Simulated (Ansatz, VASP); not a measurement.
Ca2TeP in VASP and in Ansatz

```
P Te Ca
1.0
     2.13194    3.69263    0.00000
    -2.13194    3.69263    0.00000
    -2.13194    1.23088    7.23771
P Te Ca
1 1 2
Direct
  0.50000 0.00000 0.50000
  0.00000 0.00000 0.00000
  0.24048 0.51904 0.72145
  0.75952 0.48096 0.27855
```

Alike in both runs: functional PBE; k mesh 5 × 5 × 5; occupations methfessel-paxton of order 1, width 0.1137 eV; no spin polarisation.

Ansatz relaxed the structure, and its values are those at the end. VASP's run is a single point on that final structure, the one shown.

```csv
,VASP,Ansatz
version,VASP 6.6.1,Ansatz 0.2.0
potentials or method,"VASP PAW PBE potentials, release 64 (P, Te, Ca_sv), cutoff 520 eV",PAW plane waves
valence electrons in the cell,31,41
```

Ansatz gave:

- gap on the k mesh at the Fermi level (eV): none
- pressure (GPa): 0.0

Question: Estimate VASP's values.

Answer: gap on the k mesh at the Fermi level (eV): none; pressure (GPa): 0.1.

A gap of «none» marks a metal or a gap that the smearing closes. VASP's potentials hold 31 valence electrons a cell and Ansatz's 41, so a difference there can come from the potentials and not from the codes. Ansatz's warnings: structure snapped to symmetry.

Spin-orbit coupling is off throughout.
